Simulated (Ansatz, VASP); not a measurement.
# Ge6MoW2 in VASP and in Ansatz

```
CELL_PARAMETERS angstrom
0.00000 4.14352 7.09705
2.35986 0.00000 7.09705
2.35986 4.14352 0.00000
ATOMIC_POSITIONS crystal
Ge 0.00419 0.32878 0.67122
Ge 0.33782 0.66218 0.33782
Ge 0.67122 0.99581 0.00419
Ge 0.32878 0.00419 0.99581
Ge 0.66218 0.33782 0.66218
Ge 0.99581 0.67122 0.32878
Mo 0.00000 0.00000 0.00000
W 0.66634 0.66634 0.33366
W 0.33366 0.33366 0.66634
```

Alike in both runs: functional PBE; k mesh 4 × 4 × 4; occupations gaussian, width 0.1 eV; no spin polarisation.

Ansatz relaxed the structure, and its values are those at the end. VASP's run is a single point on that final structure, the one shown.

|  | VASP | Ansatz |
| --- | --- | --- |
| version | VASP 6.6.1 | Ansatz 0.2.0 |
| potentials or method | VASP PAW PBE potentials, release 64 (Ge_d, Mo_sv, W_sv), cutoff 520 eV | scalar-relativistic, plane waves, PAW |
| valence electrons in the cell | 126 | 126 |

Ansatz gave:

| Item | Value |
| --- | --- |
| gap on the k mesh at the Fermi level (eV) | none |
| pressure (GPa) | -0.1 |
| rms of the force components (eV/Å) | 0.010 |

**Question.** What did VASP give for the same quantities?

**Answer.** gap on the k mesh at the Fermi level (eV): none; pressure (GPa): 0.3; rms of the force components (eV/Å): 0.007.

A gap of «none» marks a metal or a gap that the smearing closes. The functional is the same, so the differences come from potentials, cutoffs and numerics.

The k mesh is coarse, so the values compare programs but aren't converged. Neither program's run includes spin-orbit coupling.
